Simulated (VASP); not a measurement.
# NaF in VASP: a series of runs, part 3 of 3

VASP 6.6.1.

## Step 4: Single point, r2SCAN (strain +1.0%)

The input, POSCAR:

```
NaF
1.0
    3.9067452882      0.0000000000      0.0000000000
   -1.9533726441      3.3833406657      0.0000000000
    0.0000000000      0.0000000000      4.5968944562
Na F
2 2
Direct
    0.3333333333      0.6666666667     -0.0625000000
    0.6666666667      0.3333333333      0.4375000000
    0.3333333333      0.6666666667      0.4375000000
    0.6666666667      0.3333333333      0.9375000000
```

The input, INCAR.step1:

```
SYSTEM = NaF
ALGO     = Normal         ! electronic algorithm
EDIFF    = 1E-4           ! SCF threshold, eV
ENCUT    = 520            ! plane-wave cutoff, eV
GGA      = PE             ! functional
ISMEAR   = 0              ! smearing method
LASPH    = .True.         ! aspherical terms in the spheres
LCHARG   = .False.        ! write CHGCAR
LREAL    = .False.        ! projectors in reciprocal space
LWAVE    = .True.         ! write WAVECAR
NBANDS   = 22             ! bands
NELM     = 100            ! most SCF steps
PREC     = Accurate       ! precision mode
SIGMA    = 0.01           ! smearing width, eV
```

The input, INCAR.step2:

```
SYSTEM = NaF
ALGO     = Normal         ! electronic algorithm
EDIFF    = 1E-6           ! SCF threshold, eV
ENCUT    = 520            ! plane-wave cutoff, eV
ISIF     = 2              ! what is computed and relaxed
ISMEAR   = 0              ! smearing method
ISTART   = 1            
LASPH    = .True.         ! aspherical terms in the spheres
LCHARG   = .True.         ! write CHGCAR
LELF     = .True.         ! ELF
LMIXTAU  = .True.       
LREAL    = .False.        ! projectors in reciprocal space
LVHAR    = .True.       
LWAVE    = .False.        ! write WAVECAR
METAGGA  = R2SCAN         ! meta-GGA
NBANDS   = 22             ! bands
NELM     = 100            ! most SCF steps
PREC     = Accurate       ! precision mode
SIGMA    = 0.01           ! smearing width, eV
```

The input, KPOINTS:

```
k-points
0
Gamma
  12 12 6
  0 0 0
```

Potentials or basis: VASP PAW PBE potentials, release 64 (Na_pv, F).

Launch:

```bash
$ cat potpaw_PBE.64/Na_pv/POTCAR potpaw_PBE.64/F/POTCAR > POTCAR
$ cp INCAR.step1 INCAR
$ mpirun -np 1 vasp_std > vasp.out
$ cp INCAR.step2 INCAR
$ mpirun -np 1 vasp_std > vasp.out
```

OUTCAR:

```text
SYSTEM = NaF
   EDIFF = 1E-6
   ENCUT = 520
   ISIF = 2
   ISMEAR = 0
   ISTART = 1
   LASPH = .True.
   LREAL = .False.
   METAGGA = R2SCAN
   NELM = 100
   PREC = Accurate

 ion  position               nearest neighbor table
   1  0.333  0.667  0.938-   4 2.26   4 2.26   4 2.26   3 2.30   3 2.30
   2  0.667  0.333  0.438-   3 2.26   3 2.26   3 2.26   4 2.30   4 2.30
   3  0.333  0.667  0.438-   2 2.26   2 2.26   2 2.26   1 2.30   1 2.30
   4  0.667  0.333  0.938-   1 2.26   1 2.26   1 2.26   2 2.30   2 2.30

  LATTYP: Found a hexagonal cell.
 ALAT       =     3.9067452882
 C/A-ratio  =     1.1766557882

  Lattice vectors:

 A1 = (   3.9067452882,   0.0000000000,   0.0000000000)
 A2 = (  -1.9533726441,   3.3833406657,   0.0000000000)
 A3 = (   0.0000000000,   0.0000000000,   4.5968944562)

Analysis of symmetry for initial positions (statically):
=====================================================================
 Subroutine PRICEL returns:
 Original cell was already a primitive cell.

 Routine SETGRP: Setting up the symmetry group for a
 hexagonal supercell.

 Subroutine GETGRP returns: Found 24 space group operations
 (whereof  6 operations were pure point group operations)
 out of a pool of 24 trial point group operations.

The static configuration has the point symmetry C_3v.
 The point group associated with its full space group is D_6h.

Analysis of symmetry for dynamics (positions and initial velocities):
=====================================================================
 Subroutine PRICEL returns:
 Original cell was already a primitive cell.

 Routine SETGRP: Setting up the symmetry group for a
 hexagonal supercell.

 Subroutine GETGRP returns: Found 24 space group operations
 (whereof  6 operations were pure point group operations)
 out of a pool of 24 trial point group operations.

The dynamic configuration has the point symmetry C_3v.
 The point group associated with its full space group is D_6h.

 Subroutine INISYM returns: Found 24 space group operations
 (whereof  6 operations are pure point group operations),
 and found     1 'primitive' translations

----------------------------------------------------------------------------------------

                                     Primitive cell

  volume of cell :      60.7611

  direct lattice vectors                    reciprocal lattice vectors
     3.906745288  0.000000000  0.000000000     0.255967545  0.147782931  0.000000000
    -1.953372644  3.383340666  0.000000000     0.000000000  0.295565862  0.000000000
     0.000000000  0.000000000  4.596894456     0.000000000  0.000000000  0.217538168

  length of vectors
     3.906745288  3.906745288  4.596894456     0.295565862  0.295565862  0.217538168

  position of ions in fractional coordinates (direct lattice)
     0.333333333  0.666666667  0.937500000
     0.666666667  0.333333333  0.437500000
     0.333333333  0.666666667  0.437500000
     0.666666667  0.333333333  0.937500000

  ion indices of the primitive-cell ions
   primitive index   ion index
                 1           1
                 2           2
                 3           3
                 4           4

----------------------------------------------------------------------------------------

 KPOINTS: k-points
[... 24 lines left out ...]
            Coordinates               Weight
  0.000000  0.000000  0.000000      1.000000
  0.083333  0.000000  0.000000      6.000000
  0.166667  0.000000  0.000000      6.000000
  0.250000  0.000000  0.000000      6.000000
  0.333333  0.000000  0.000000      6.000000
  0.416667  0.000000  0.000000      6.000000
[... 16 lines left out ...]
  0.250000  0.000000  0.166667     12.000000
  0.333333  0.000000  0.166667     12.000000
 [... further k-points ...]
   k-points           NKPTS =     76   k-points in BZ     NKDIM =     76   number of bands    NBANDS=     22
   number of dos      NEDOS =    301   number of ions     NIONS =      4
   total plane-waves  NPLWV =  32400
   dimension x,y,z NGX =    30 NGY =   30 NGZ =   36
   dimension x,y,z NGXF=    60 NGYF=   60 NGZF=   72
   ions per type =               2   2
   NGX,Y,Z   is equivalent  to a cutoff of  12.77, 12.77, 13.02 a.u.
   NGXF,Y,Z  is equivalent  to a cutoff of  25.53, 25.53, 26.04 a.u.
 SYSTEM =  NaF
   PREC   = accura    normal or accurate (medium, high low for compatibility)
   ISTART =      1    job   : 0-new  1-cont  2-samecut
   ICHARG =      0    charge: 1-file 2-atom 10-const
   ISPIN  =      1    spin polarized calculation?
   LNONCOLLINEAR =      F non collinear calculations
   LSORBIT =      F    spin-orbit coupling
   LASPH  =      T    aspherical Exc in radial PAW
   ENCUT  =  520.0 eV  38.22 Ry    6.18 a.u.   7.26  7.26  8.55*2*pi/ulx,y,z
   NELM   =    100;   NELMIN=  2; NELMDL=  0     # of ELM steps
   EDIFF  = 0.1E-05   stopping-criterion for ELM
   LREAL  =      F    real-space projection
   EDIFFG = 0.1E-04   stopping-criterion for IOM
   NSW    =      0    number of steps for IOM
   IBRION =     -1    ionic relax: 0-MD 1-quasi-New 2-CG
   NFREE  =      0    steps in history (QN), initial steepest desc. (CG)
   ISIF   =      2    stress and relaxation
   ISYM   =      2    0-nonsym 1-usesym 2-fastsym
   POTIM  = 0.5000    time-step for ionic-motion
   TEBEG  =    0.0;   TEEND  =   0.0 temperature during run
   PSTRESS=    0.0 pullay stress
   NELECT =      28.0000    total number of electrons
   NUPDOWN=      -1.0000    fix difference up-down
   EMIN   =  10.00;   EMAX   =-10.00  energy-range for DOS
   EFERMI =   0.00;   METHOD = LEGACY
   ISMEAR =     0;   SIGMA  =   0.01  broadening in eV -4-tet -1-fermi 0-gaus
   EFERMI_NEDOS =   21; number of points for ismear=-14 and -15
   IALGO  =     38    algorithm
   IMIX   =      4    mixing-type and parameters
     AMIX     =   0.40;   BMIX     =  1.00
     AMIX_MAG =   1.60;   BMIX_MAG =  1.00
  volume/ion in A,a.u.               =      15.19       102.51
  Fermi-wavevector in a.u.,A,eV,Ry     =   1.264501  2.389560 21.755197  1.598962
  Thomas-Fermi vector in A             =   2.397803
   LORBIT       =      0    0 simple, 1 ext, 2 COOP (PROOUT), +10 PAW based schemes
   METAGGA = R2SCAN    functional components
   LHFCALC =     F    Hartree Fock is set to
   AEXX    =    0.0000 exact exchange contribution
   IVDW    =     0    specifies the selected vdW correction
   LEPSILON=     F    determine dielectric tensor
   LRPA    =     F    only Hartree local field effects (RPA)
 non-spin polarized calculation
 Gauss-broadening in eV      SIGMA  =   0.01
  energy-cutoff  :      520.00
  volume of cell :       60.76
 maximum number of plane-waves:      1667
 NGX is ok and might be reduce to    30
   NGX = 15   NGY = 15   NGZ = 17

 number of electron      27.9999992 magnetization

 Free energy of the ion-electron system (eV)
  ---------------------------------------------------
  ext. energy  EPLUGINS =         0.00000000
  ---------------------------------------------------
  free energy    TOTEN  =       -24.93074207 eV

  energy without entropy =      -24.93074207  energy(sigma->0) =      -24.93074207

 E-fermi :  -3.4663     XC(G=0):  -8.5569

 val. band max:       -3.5050149581   @ k =   0.0000   0.0000   0.0000
 cond. band min:       2.7508613613   @ k =   0.0000   0.0000   0.0000
 fundamental gap:      6.2558763194
 Fermi energy:        -3.4663332451

 k-point     1 :       0.0000    0.0000    0.0000
  band No.  band energies     occupation
      1     -23.7117      2.00000
      2     -23.5077      2.00000
      3     -23.2377      2.00000
      4     -23.2003      2.00000
      5     -23.2000      2.00000
      6     -23.1572      2.00000
[... 589 lines left out ...]
     21      13.7094      0.00000
     22      13.7114      0.00000

 [... further k-points ...]

------------------------ aborting loop because EDIFF is reached ----------------------------------------

  FORCE on cell =-STRESS in cart. coord.  units (eV):
  Direction    XX          YY          ZZ          XY          YZ          ZX
  --------------------------------------------------------------------------------------
  -------------------------------------------------------------------------------------
  Total       -0.5970661     -0.5970661     -0.6862911      0.0000000      0.0000000      0.0000000
  in kB      -15.7437302    -15.7437302    -18.0964579      0.0000000      0.0000000      0.0000000
  external PRESSURE =     -16.5279728 kB  Pullay stress =       0.0000000 kB

 VOLUME and BASIS-vectors are now :
 -----------------------------------------------------------------------------
  energy-cutoff  :      520.00
  volume of cell :       60.76
      direct lattice vectors                 reciprocal lattice vectors
     3.906745288  0.000000000  0.000000000     0.255967545  0.147782931  0.000000000
    -1.953372644  3.383340666  0.000000000     0.000000000  0.295565862  0.000000000
     0.000000000  0.000000000  4.596894456     0.000000000  0.000000000  0.217538168

 POSITION                                       TOTAL-FORCE (eV/Angst)
 -----------------------------------------------------------------------------------
     -0.00000      2.25556      4.30959         0.000000     -0.000000     -0.000000
      1.95337      1.12778      2.01114        -0.000000      0.000000     -0.000000
     -0.00000      2.25556      2.01114         0.000000     -0.000000      0.000000
      1.95337      1.12778      4.30959         0.000000      0.000000      0.000000
 -----------------------------------------------------------------------------------
    total drift:                               -0.000000      0.000000      0.000000

  FREE ENERGIE OF THE ION-ELECTRON SYSTEM (eV)
  ---------------------------------------------------
  free  energy   TOTEN  =       -24.9307420747 eV

  energy  without entropy=      -24.9307420747  energy(sigma->0) =      -24.93074207
```

Run time: 2.6 min. Hardware: 1 thread of Intel Xeon 6975P-C (Granite Rapids), shared host; peak memory 0.22 GiB.

Results:

* Free energy: -24.9307 eV
* Pressure: -1.7 GPa
* Band gap on the k mesh: 6.26 eV

Stress tensor (GPa, compression positive):
```
-1.57  0.00  0.00
 0.00 -1.57  0.00
 0.00  0.00 -1.81
```

Caveat: the cell differs from its parent crystal (strain +1.0%); the structure was generated, so it needn't be the stable form of NaF; the PAW data sets were made with another functional, which shifts forces and pressure a little.

## Step 5: Single point, PBE (uniaxial x strain +1.0%)

The input, INCAR:

```
SYSTEM = NaF
PREC = Accurate ; ENCUT = 520
EDIFF = 1E-6 ; ISMEAR = -1
SIGMA = 0.02 ; LREAL = .False.
LASPH = .True. ; NELM = 100
ALGO = Normal ; ISIF = 2
LWAVE = .False. ; LCHARG = .True.
GGA = PE ; LELF = .True.
LVHAR = .True. ; NBANDS = 22
```

The input, KPOINTS:

```
Automatic mesh
0
Gamma
  12 12 6
  0 0 0
```

The input, POSCAR:

```
NaF
1.0
    3.9067452882      0.0000000000      0.0000000000
   -1.9533726441      3.3498422433      0.0000000000
    0.0000000000      0.0000000000      4.5513806497
Na F
2 2
Direct
    0.3325591009      0.6651182017     -0.0625000000
    0.6674408991      0.3348817983      0.4375000000
    0.3324730304      0.6649460608      0.4375000000
    0.6675269696      0.3350539392      0.9375000000
```

Launch:

```bash
$ cat potpaw_PBE.64/Na_pv/POTCAR potpaw_PBE.64/F/POTCAR > POTCAR
$ mpirun -np 1 vasp_std > vasp.out
```

It took 78 s on 1 thread of Intel Xeon 6975P-C (Granite Rapids), shared host; peak memory 0.29 GiB.

The run converged. Its results:

* Free energy: -16.9727 eV
* Pressure: 2.1 GPa
* Band gap on the k mesh: 5.65 eV

Stress tensor (GPa, compression positive):
```
1.71 0.00 0.00
0.00 1.78 0.00
0.00 0.00 2.72
```

Levels at points of the mesh, in eV from the valence-band top:
```tsv
k point	band 12	band 13	band 14	band 15	band 16	band 17
(0.00, 0.00, 0.00)	-0.29	-0.29	0.00	5.65	12.82	12.96
(0.50, 0.00, 0.00)	-0.61	-0.36	-0.17	8.77	10.31	12.91
(0.00, 0.50, 0.00)	-0.60	-0.35	-0.17	8.81	10.37	12.90
(0.00, 0.00, 0.50)	-0.45	-0.44	-0.44	7.95	7.95	16.27
(0.50, 0.00, 0.50)	-0.47	-0.25	-0.25	9.85	9.85	12.35
(0.00, 0.50, 0.50)	-0.48	-0.26	-0.26	9.87	9.87	12.42
```

Caveat: the cell differs from its parent crystal (uniaxial x strain +1.0%); the structure was generated, so it needn't be the stable form of NaF. A k mesh can miss the band edges.

## Step 6: Overview

```tsv
level	cell	smearing	gap on the mesh (eV)	pressure (GPa)
r2SCAN	a = 3.868, b = 3.868, c = 4.506 Å, angles 90.0, 90.0, 120.0°, 4 atoms, atomic positions A	gaussian 0.01 eV	6.38	0.0
r2SCAN	a = 3.926, b = 3.926, c = 4.530 Å, angles 90.0, 90.0, 120.0°, 4 atoms, atomic positions A	gaussian 0.01 eV	6.27	-1.4
r2SCAN	a = 3.907, b = 3.907, c = 4.597 Å, angles 90.0, 90.0, 120.0°, 4 atoms, atomic positions A	gaussian 0.01 eV	6.26	-1.7
PBE	a = 3.907, b = 3.878, c = 4.551 Å, angles 90.0, 90.0, 120.2°, 4 atoms, atomic positions B	fermi-dirac 0.02 eV	5.65	2.1
```

Alike in all rows: task single point; potentials or basis VASP PAW PBE potentials, release 64 (Na_pv, F); no spin polarisation; k mesh 12 × 12 × 6; cutoff (eV) 520.

Caveats: the structure was generated, so it needn't be the stable form of NaF; the PAW data sets were made with another functional, which shifts forces and pressure a little (at least some runs).

Absolute energies hang on the potentials; compare differences alone.
